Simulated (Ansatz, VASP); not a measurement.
NaCl: VASP beside Ansatz

```xyz
2
Lattice="0.0000 3.0101 3.0101 3.0101 0.0000 3.0101 3.0101 3.0101 0.0000" Properties=species:S:1:pos:R:3 pbc="T T T"
Na    0.0000    0.0000    0.0000
Cl    1.5050    1.5050    1.5050
```

Change from the starting cell: hydrostatic strain -2.5%.

Alike in both runs: task single point; functional PBE; k mesh 8 × 8 × 8; occupations fermi-dirac, width 0.02 eV; no spin polarisation.

```csv
,VASP,Ansatz
version,VASP 6.6.1,Ansatz 0.2.0
potentials or method,"VASP PAW PBE potentials, release 64 (Na_pv, Cl)","plane waves, PAW"
plane-wave cutoff (eV),500,420
valence electrons in the cell,14,16
```

|  | VASP | Ansatz | Ansatz less VASP |
| --- | --- | --- | --- |
| gap on the k mesh at the Fermi level (eV) | 5.13 | 5.13 | +0.002 |
| pressure (GPa) | 2.5 | 2.5 | +0.02 |

VASP's potentials hold 14 valence electrons a cell and Ansatz's 16, so a difference there can come from the potentials and not from the codes.
